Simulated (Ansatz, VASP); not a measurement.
**One calculation of CaC2, two programs**

INCAR

```
PREC     = Accurate       # precision mode
ENCUT    = 600            # plane-wave cutoff, eV
EDIFF    = 1E-6           # SCF threshold, eV
ISMEAR   = 0              # smearing method
SIGMA    = 0.05           # smearing width, eV
LREAL    = F              # projectors in reciprocal space
LASPH    = T              # aspherical terms in the spheres
NELM     = 120            # most SCF steps
ALGO     = Normal         # electronic algorithm
ISIF     = 2              # what is computed and relaxed
LWAVE    = F              # write WAVECAR
LCHARG   = T              # write CHGCAR
GGA      = CA             # functional
LELF     = T              # ELF
LVHAR    = T            
NBANDS   = 16             # bands
GGA_COMPAT= F
```

The input KPOINTS:

```
regular mesh
0
Gamma
  10 10 10
```

File POSCAR:

```
CaC2
1.0
   -1.8789219473      1.8789219473      2.9818700956
    1.8789219473     -1.8789219473      2.9818700956
    1.8789219473      1.8789219473     -2.9818700956
Ca C
1 2
Direct
    0.0000000000      0.0000000000      0.0000000000
    0.5996770466      0.5996770466      0.0000000000
    0.4003229534      0.4003229534      0.0000000000
```

Input for Ansatz:

```yaml
crystal:
  lattice:
    - [-1.8789219473, 1.8789219473, 2.9818700956]
    - [1.8789219473, -1.8789219473, 2.9818700956]
    - [1.8789219473, 1.8789219473, -2.9818700956]
  atoms:
    - { symbol: Ca, position: [0.0, 0.0, 0.0] }
    - { symbol: C, position: [0.5996770466, 0.5996770466, 0.0] }
    - { symbol: C, position: [0.4003229534, 0.4003229534, 0.0] }
basis:
  ecutwfc: 420
kpoints:
  mp_grid: { grid: [10, 10, 10] }
hamiltonian:
  xc: lda
scf:
  occupations: { method: gaussian, width: 0.05 }
output:
  forces: true
  stress: true
  eigenvalues: true
```

Change from the starting cell: strain -0.0500 x Voigt [0, 0, 1, 0, 0, 0], atoms carried along.

Alike in both runs: task single point; functional LDA; k mesh 10 × 10 × 10; occupations gaussian, width 0.05 eV; no spin polarisation.

|  | VASP | Ansatz |
| --- | --- | --- |
| version | VASP 6.6.1 | Ansatz 0.2.0 |
| potentials or method | VASP PAW LDA potentials, release 64 (Ca_sv, C), cutoff 600 eV | scalar-relativistic, plane waves, PAW |
| valence electrons in the cell | 18 | 18 |

|  | VASP | Ansatz | Ansatz less VASP |
| --- | --- | --- | --- |
| gap on the k mesh at the Fermi level (eV) | 1.00 | 1.01 | +0.017 |
| least direct gap on the mesh (eV) | 2.23 | 2.24 | +0.013 |
| pressure (GPa) | 14.0 | 13.5 | -0.51 |
| traceless stress, the component that is largest in VASP (GPa) | 26.58 | 26.01 | -0.570 |
| rms of the force components (eV/Å) | 2.561 | 2.501 | -0.0608 |

LDA's correlation is that of Perdew and Zunger in VASP and of Perdew and Wang (1992) in Ansatz. Atom by atom the forces differ by 0.061 eV/Å (rms over components).
